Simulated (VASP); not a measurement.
# BaTiO3 (Pm-3m) in VASP: further runs

Aim: see how the results for BaTiO3 move with the level of theory and the settings. Levels: r2SCAN, PBE0. Tasks: single point.

All numbers are computed with VASP 6.6.1; they aren't measurements. Logs are shortened: lines on timing, memory, paths and dates and some standing lists are left out, and cuts for length are marked.

### Step 1. The cell of the first run

The structure is cubic, space group Pm-3m (No. 221). The conventional cell has a = 3.994 Å, b = 3.994 Å, c = 3.994 Å, α = 90.00°, β = 90.00°, γ = 90.00°. Ba (site symmetry m-3m) has 12 O at 2.82 Å and 8 Ti at 3.46 Å within 3.7 Å. Ti (site symmetry m-3m) has 6 O at 2.00 Å within 2.6 Å. O (site symmetry 4/mmm) has 2 Ti at 2.00 Å within 2.6 Å.

### Step 2. Single point, r2SCAN

POSCAR reads:

```
BaTiO3
1.0
    3.9940379964      0.0000000000      0.0000000000
    0.0000000000      3.9940379964      0.0000000000
    0.0000000000      0.0000000000      3.9940379964
Ba Ti O
1 1 3
Direct
    0.5000000000      0.5000000000      0.5000000000
    0.0000000000      0.0000000000      0.0000000000
    0.0000000000      0.0000000000      0.5000000000
    0.0000000000      0.5000000000      0.0000000000
    0.5000000000      0.0000000000      0.0000000000
```

INCAR.step1 reads:

```
SYSTEM = BaTiO3
  ALGO = Normal
  EDIFF = 1E-4
  ENCUT = 520
  GGA = PE
  ISMEAR = -1
  LASPH = .True.
  LCHARG = .False.
  LREAL = .False.
  LWAVE = .True.
  NBANDS = 28
  NELM = 60
  PREC = Accurate
  SIGMA = 0.05
```

INCAR.step2 reads:

```
SYSTEM = BaTiO3
  ALGO = Normal
  EDIFF = 1E-6
  ENCUT = 520
  ISIF = 2
  ISMEAR = -1
  ISTART = 1
  LASPH = .True.
  LCHARG = .True.
  LELF = .True.
  LMIXTAU = .True.
  LREAL = .False.
  LVHAR = .True.
  LWAVE = .False.
  METAGGA = R2SCAN
  NBANDS = 28
  NELM = 60
  PREC = Accurate
  SIGMA = 0.05
```

KPOINTS reads:

```
k-points
0
Gamma
  7 7 7
  0 0 0
```

Potentials or basis: VASP PAW PBE potentials, release 64 (Ba_sv, Ti_sv, O).

Run with:

```
> cat potpaw_PBE.64/Ba_sv/POTCAR potpaw_PBE.64/Ti_sv/POTCAR potpaw_PBE.64/O/POTCAR > POTCAR
> cp INCAR.step1 INCAR
> mpirun -np 1 vasp_std > vasp.out
> cp INCAR.step2 INCAR
> mpirun -np 1 vasp_std > vasp.out
```

OUTCAR:

```text
SYSTEM = BaTiO3
   EDIFF = 1E-6
   ENCUT = 520
   ISIF = 2
   ISMEAR = -1
   ISTART = 1
   LASPH = .True.
   LREAL = .False.
   METAGGA = R2SCAN
   NELM = 60
   PREC = Accurate

 ion  position               nearest neighbor table
   1  0.500  0.500  0.500-   3 2.82   4 2.82   5 2.82   4 2.82   5 2.82   3 2.82   5 2.82   5 2.82
                             3 2.82   4 2.82   4 2.82   3 2.82   2 3.46   2 3.46   2 3.46   2 3.46
   2  0.000  0.000  0.000-   3 2.00   4 2.00   5 2.00   3 2.00   4 2.00   5 2.00   1 3.46   1 3.46
                             1 3.46   1 3.46   1 3.46   1 3.46   1 3.46   1 3.46
   3  0.000  0.000  0.500-   2 2.00   2 2.00   1 2.82   1 2.82   1 2.82   1 2.82
   4  0.000  0.500  0.000-   2 2.00   2 2.00   1 2.82   1 2.82   1 2.82   1 2.82
   5  0.500  0.000  0.000-   2 2.00   2 2.00   1 2.82   1 2.82   1 2.82   1 2.82

  LATTYP: Found a simple cubic cell.
 ALAT       =     3.9940379964

  Lattice vectors:

 A1 = (   3.9940379964,   0.0000000000,   0.0000000000)
 A2 = (   0.0000000000,   3.9940379964,   0.0000000000)
 A3 = (   0.0000000000,   0.0000000000,   3.9940379964)

Analysis of symmetry for initial positions (statically):
=====================================================================
 Subroutine PRICEL returns:
 Original cell was already a primitive cell.

 Routine SETGRP: Setting up the symmetry group for a
 simple cubic supercell.

 Subroutine GETGRP returns: Found 48 space group operations
 (whereof 48 operations were pure point group operations)
 out of a pool of 48 trial point group operations.

The static configuration has the point symmetry O_h .

Analysis of symmetry for dynamics (positions and initial velocities):
=====================================================================
 Subroutine PRICEL returns:
 Original cell was already a primitive cell.

 Routine SETGRP: Setting up the symmetry group for a
 simple cubic supercell.

 Subroutine GETGRP returns: Found 48 space group operations
 (whereof 48 operations were pure point group operations)
 out of a pool of 48 trial point group operations.

The dynamic configuration has the point symmetry O_h .

 Subroutine INISYM returns: Found 48 space group operations
 (whereof 48 operations are pure point group operations),
 and found     1 'primitive' translations

----------------------------------------------------------------------------------------
[... 93 lines left out ...]
   NELM   =     60;   NELMIN=  2; NELMDL=  0     # of ELM steps
   EDIFF  = 0.1E-05   stopping-criterion for ELM
   LREAL  =      F    real-space projection
   EDIFFG = 0.1E-04   stopping-criterion for IOM
   NSW    =      0    number of steps for IOM
   IBRION =     -1    ionic relax: 0-MD 1-quasi-New 2-CG
   NFREE  =      0    steps in history (QN), initial steepest desc. (CG)
   ISIF   =      2    stress and relaxation
   ISYM   =      2    0-nonsym 1-usesym 2-fastsym
   POTIM  = 0.5000    time-step for ionic-motion
   TEBEG  =    0.0;   TEEND  =   0.0 temperature during run
   PSTRESS=    0.0 pullay stress
   NELECT =      40.0000    total number of electrons
   NUPDOWN=      -1.0000    fix difference up-down
   EMIN   =  10.00;   EMAX   =-10.00  energy-range for DOS
   EFERMI =   0.00;   METHOD = LEGACY
   ISMEAR =    -1;   SIGMA  =   0.05  broadening in eV -4-tet -1-fermi 0-gaus
   EFERMI_NEDOS =   21; number of points for ismear=-14 and -15
   IALGO  =     38    algorithm
   IMIX   =      4    mixing-type and parameters
     AMIX     =   0.40;   BMIX     =  1.00
     AMIX_MAG =   1.60;   BMIX_MAG =  1.00
  volume/ion in A,a.u.               =      12.74        85.99
  Fermi-wavevector in a.u.,A,eV,Ry     =   1.401789  2.648997 26.735615  1.965012
  Thomas-Fermi vector in A             =   2.524615
   LORBIT       =      0    0 simple, 1 ext, 2 COOP (PROOUT), +10 PAW based schemes
   METAGGA = R2SCAN    functional components
   LHFCALC =     F    Hartree Fock is set to
   AEXX    =    0.0000 exact exchange contribution
   IVDW    =     0    specifies the selected vdW correction
   LEPSILON=     F    determine dielectric tensor
   LRPA    =     F    only Hartree local field effects (RPA)
 non-spin polarized calculation
  energy-cutoff  :      520.00
  volume of cell :       63.71
 maximum number of plane-waves:      1743
 NGX is ok and might be reduce to    30
   NGX = 15   NGY = 15   NGZ = 15

 number of electron      39.9999976 magnetization

 Free energy of the ion-electron system (eV)
  ---------------------------------------------------
  ext. energy  EPLUGINS =         0.00000000
  ---------------------------------------------------
  free energy    TOTEN  =       -74.23043976 eV

  energy without entropy =      -74.23043976  energy(sigma->0) =      -74.23043976

 E-fermi :   4.6037     XC(G=0): -11.9556

 val. band max:        3.5183671550   @ k =   0.4286   0.4286   0.4286
 cond. band min:       5.7307766797   @ k =   0.0000   0.0000   0.0000
 fundamental gap:      2.2124095247
 Fermi energy:         4.6037085213

 k-point     1 :       0.0000    0.0000    0.0000
  band No.  band energies     occupation
      1     -55.2715      2.00000
      2     -30.4332      2.00000
      3     -30.4332      2.00000
      4     -30.4332      2.00000
      5     -21.8754      2.00000
      6     -14.2936      2.00000
[... 609 lines left out ...]
     27      11.6617      0.00000
     28      11.6617      0.00000

------------------------ aborting loop because EDIFF is reached ----------------------------------------

  FORCE on cell =-STRESS in cart. coord.  units (eV):
  Direction    XX          YY          ZZ          XY          YZ          ZX
  --------------------------------------------------------------------------------------
  -------------------------------------------------------------------------------------
  Total        0.7895407      0.7895407      0.7895407      0.0000000      0.0000000     -0.0000000
  in kB       19.8540233     19.8540233     19.8540233      0.0000000      0.0000000     -0.0000000
  external PRESSURE =      19.8540233 kB  Pullay stress =       0.0000000 kB

 VOLUME and BASIS-vectors are now :
 -----------------------------------------------------------------------------
  energy-cutoff  :      520.00
  volume of cell :       63.71
      direct lattice vectors                 reciprocal lattice vectors
     3.994037996  0.000000000  0.000000000     0.250373181  0.000000000  0.000000000
     0.000000000  3.994037996  0.000000000     0.000000000  0.250373181  0.000000000
     0.000000000  0.000000000  3.994037996     0.000000000  0.000000000  0.250373181

 POSITION                                       TOTAL-FORCE (eV/Angst)
 -----------------------------------------------------------------------------------
      1.99702      1.99702      1.99702         0.000000      0.000000      0.000000
      0.00000      0.00000      0.00000         0.000000      0.000000      0.000000
      0.00000      0.00000      1.99702         0.000000      0.000000      0.000000
      0.00000      1.99702      0.00000         0.000000      0.000000      0.000000
      1.99702      0.00000      0.00000         0.000000      0.000000      0.000000
 -----------------------------------------------------------------------------------
    total drift:                                0.000000     -0.000000      0.000000

  FREE ENERGIE OF THE ION-ELECTRON SYSTEM (eV)
  ---------------------------------------------------
  free  energy   TOTEN  =       -74.2304397602 eV

  energy  without entropy=      -74.2304397601  energy(sigma->0) =      -74.23043976
```

Run time: 2.9 min. Hardware: 1 thread of Intel Xeon 8259CL, shared host; peak memory 0.19 GiB.

Results:

* Free energy: -74.2304 eV
* Pressure: 2.0 GPa
* Band gap on the k mesh: 2.21 eV (least direct gap 2.30 eV)

Caveat: the PAW data sets were made with another functional, which shifts forces and pressure a little; spin-orbit coupling is left out, which moves the levels of the heavy elements; an odd mesh through Γ misses points on the zone boundary, where band edges can lie.

### Step 3. Single point, PBE0

This run uses another cell than the first one, of 12.86 Å³/atom.

POSCAR: that of step 2 with these lines changed.

```diff
@@ -2,5 +2,5 @@
 1.0
-    3.9940379964      0.0000000000      0.0000000000
-    0.0000000000      3.9940379964      0.0000000000
-    0.0000000000      0.0000000000      3.9940379964
+    4.0060000000      0.0000000000      0.0000000000
+    0.0000000000      4.0060000000      0.0000000000
+    0.0000000000      0.0000000000      4.0060000000
 Ba Ti O
```

INCAR.step1 reads:

```
  ALGO = Normal
  EDIFF = 1E-5
  ENCUT = 520
  GGA = PE
  ISIF = 2
  ISMEAR = 0
  LASPH = T
  LCHARG = F
  LREAL = F
  LWAVE = T
  NBANDS = 28
  NELM = 80
  PREC = Accurate
  SIGMA = 0.01
```

INCAR.step2 reads:

```
  AEXX = 0.25
  ALGO = Normal
  EDIFF = 1E-6
  ENCUT = 520
  GGA = PE
  ISIF = 2
  ISMEAR = 0
  ISTART = 1
  LASPH = T
  LCHARG = F
  LHFCALC = T
  LREAL = F
  LWAVE = F
  NBANDS = 28
  NELM = 80
  PREC = Accurate
  PRECFOCK = Fast
  SIGMA = 0.01
```

KPOINTS reads:

```
k-points
0
Gamma
  4 4 4
```

Potentials or basis: VASP PAW PBE potentials, release 64 (Ba_sv, Ti_sv, O).

Run with:

```
> cat potpaw_PBE.64/Ba_sv/POTCAR potpaw_PBE.64/Ti_sv/POTCAR potpaw_PBE.64/O/POTCAR > POTCAR
> cp INCAR.step1 INCAR
> mpirun -np 1 vasp_std > vasp.out
> cp INCAR.step2 INCAR
> mpirun -np 1 vasp_std > vasp.out
```

Wall time 16 min (1 thread of Intel Xeon Platinum 8488C (Sapphire Rapids), shared host); peak memory 0.19 GiB.

Results (log left out):

* Free energy: -51.1476 eV
* Pressure: -2.4 GPa
* Band gap on the k mesh: 3.88 eV (least direct gap 3.99 eV)

Levels at points of the mesh, in eV from the valence-band top:
```csv
k point,band 18,band 19,band 20,band 21,band 22,band 23
"(0.00, 0.00, 0.00)",-0.11,-0.11,-0.11,3.88,3.88,3.88
"(0.50, 0.00, 0.00)",-1.93,-0.75,-0.75,4.06,5.82,5.82
"(0.50, 0.50, 0.00)",-0.92,-0.92,-0.09,5.83,5.83,6.35
"(0.50, 0.50, 0.50)",0.00,0.00,0.00,6.62,6.62,6.62
```

Caveat: the PAW data sets were made with another functional, which shifts forces and pressure a little; spin-orbit coupling is left out, which moves the levels of the heavy elements.
